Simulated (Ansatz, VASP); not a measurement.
**One calculation of Ga, two programs**

```xyz
1
Lattice="2.8115 0.0000 0.0000 -1.4057 2.4348 0.0000 0.0000 0.0000 2.6893" Properties=species:S:1:pos:R:3 pbc="T T T"
Ga    0.0000    0.0000    0.0000
```

Change from the starting cell: volume scaled by 0.95, LAPW.

Alike in both runs: task single point; functional PBE; k mesh 17 × 17 × 15; occupations fermi-dirac, width 0.05 eV; no spin polarisation.

|  | VASP | Ansatz |
| --- | --- | --- |
| version | VASP 6.6.1 | Ansatz 0.2.0 |
| potentials or method | VASP PAW PBE potentials, release 64 (Ga_d), cutoff 520 eV | all-electron LAPW, scalar-relativistic |

|  | VASP | Ansatz | Ansatz less VASP |
| --- | --- | --- | --- |
| pressure (GPa) | 2.9 | 2.9 | -0.06 |

Ansatz ran all-electron here, and VASP with PAW potentials.
